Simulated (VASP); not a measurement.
Here is a VASP 6.6.1 calculation.

File INCAR:

```
SYSTEM = Si16B
PREC     = Accurate       ! precision mode
ENCUT    = 520            ! plane-wave cutoff, eV
EDIFF    = 1E-7           ! SCF threshold, eV
ISMEAR   = -1             ! smearing method
SIGMA    = 0.02           ! smearing width, eV
LREAL    = Auto         
LASPH    = .True.         ! aspherical terms in the spheres
NELM     = 150            ! most SCF steps
ALGO     = Normal         ! electronic algorithm
ISIF     = 2              ! what is computed and relaxed
LWAVE    = .False.        ! write WAVECAR
LCHARG   = .False.        ! write CHGCAR
ISPIN    = 2              ! spin polarisation
MAGMOM   = 0 0 0 0 0 0 0 0 0 0 0 0 0 0 0 0 1 ! initial moments
LORBIT   = 11             ! projections on sites
GGA      = PE             ! functional
NBANDS   = 52             ! bands
```

The input KPOINTS:

```
Automatic mesh
0
Gamma
  2 2 2
  0 0 0
```

The input POSCAR:

```
Si16B
1.0
    0.0000000000      5.4300000000      5.4300000000
    5.4300000000      0.0000000000      5.4300000000
    5.4300000000      5.4300000000      0.0000000000
Si B
16 1
Direct
   -0.0005519498      0.0050931033     -0.0059327915
    0.1192568553      0.1230489320      0.1325687946
   -0.0005948919     -0.0002049603      0.5032877269
    0.1264706661      0.1261682915      0.6228881878
    0.0014607784      0.5012967817     -0.0087847586
    0.1226730202      0.6225764546      0.1316448166
   -0.0016468599      0.4984108448      0.5056461392
    0.1268320581      0.6270553795      0.6207709481
    0.5021220741      0.0021128968     -0.0069698387
    0.6246812793      0.1244685730      0.1302649681
    0.4997435068     -0.0000754990      0.5016372428
    0.6272220877      0.1273144717      0.6189773096
    0.5052800674      0.4993734456     -0.0061330074
    0.6230224480      0.6192368505      0.1328520733
    0.4995453499      0.4994998642      0.5035102036
    0.6261145117      0.6266759373      0.6227550394
    0.8157771986      0.3171146328      0.0650451464
```

Potentials or basis: VASP PAW PBE potentials, release 64 (Si, B).

Run with:

```bash
$ cat potpaw_PBE.64/Si/POTCAR potpaw_PBE.64/B/POTCAR > POTCAR
$ mpirun -np 1 vasp_std > vasp.out
```

Problem. Estimate the site moments.

Solution. Si +0.02, +0.01, +0.00, +0.04, -0.00 (each value once); B +0.09 μB.

Problem. Estimate the largest force.

Solution. 0.091 eV/Å.

Stress tensor (GPa, compression positive):
```
 2.55  0.95 -0.92
 0.95  2.54 -0.93
-0.92 -0.93  2.59
```

Caveat: the k points lie up to 0.50 Å⁻¹ apart.
